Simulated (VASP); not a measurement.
Wanted: the native input for a VASP 6.6.1 run.

```
Task                   : single point
Functional             : LDA
Potentials or basis    : VASP PAW LDA potentials, release 64 (Pt)
Cutoff                 : 520 eV
k mesh                 : 22 × 22 × 22
Occupations            : gaussian, width 0.15 eV
Spin                   : no spin polarisation
Dipole correction      : no
Further INCAR settings : ALGO = Normal; EDIFF = 1e-06; NBANDS = 11
```

The structure of Pt lies in POSCAR:

```
Pt
1.0
    0.0000000000      1.9070834392      1.9070834392
    1.9070834392      0.0000000000      1.9070834392
    1.9070834392      1.9070834392      0.0000000000
Pt
1
Direct
    0.0000000000      0.0000000000      0.0000000000
```

These files were run (other wordings do the same):

INCAR

```
SYSTEM = Pt
ALGO = Normal ; EDIFF = 1E-6
ENCUT = 520 ; ISIF = 2
ISMEAR = 0 ; LASPH = .True.
LCHARG = .False. ; LREAL = .False.
LWAVE = .False. ; NBANDS = 11
NELM = 60 ; PREC = Accurate
SIGMA = 0.15
```

KPOINTS

```
k-points
0
Gamma
  22 22 22
  0 0 0
```

Potentials or basis: VASP PAW LDA potentials, release 64 (Pt).

Run with:

```sh
$ cat potpaw_LDA.64/Pt/POTCAR > POTCAR
$ mpirun -np 1 vasp_std > vasp.out
```

It gave:

| Item | Value |
| --- | --- |
| Pressure | 23.6 GPa |
| Band gap on the k mesh | zero (bands 5 and 6 overlap by 2.59 eV) |

Caveat: the cell stands under pressure; spin-orbit coupling is left out, which moves the levels of the heavy elements.

Run time: 48 s on 1 thread of Intel Xeon 8259CL (shared host), peak memory 0.16 GiB.
